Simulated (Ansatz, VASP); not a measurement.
# One calculation of Hf, two programs

```
Hf
1.0
     0.00000    2.24303    2.24303
     2.24303    0.00000    2.24303
     2.24303    2.24303    0.00000
Hf
1
Direct
  0.00000 0.00000 0.00000
```

Alike in both runs: task relaxation of cell and atoms; functional PBE; k mesh 16 × 16 × 16; occupations gaussian, width 0.1 eV; no spin polarisation.

```csv
,VASP,Ansatz
version,VASP 6.6.1,Ansatz 0.2.0
potentials or method,"VASP PAW PBE potentials, release 64 (Hf_pv), cutoff 600 eV","scalar-relativistic, plane waves, PAW"
valence electrons in the cell,10,26
```

|  | VASP | Ansatz | Ansatz less VASP |
| --- | --- | --- | --- |
| gap on the k mesh at the Fermi level, each at its own relaxed structure (eV) | none | none | - |
| relaxed volume (Å³/atom) | 22.45 | 22.57 | +0.115 |
| relaxed cell length with the largest relative difference (Å) | 3.167 | 3.172 | +0.0054 |

A gap of «none» marks a metal or a gap that the smearing closes. VASP's potentials hold 10 valence electrons a cell and Ansatz's 26, so a difference there can come from the potentials and not from the codes.

Neither program's run includes spin-orbit coupling.
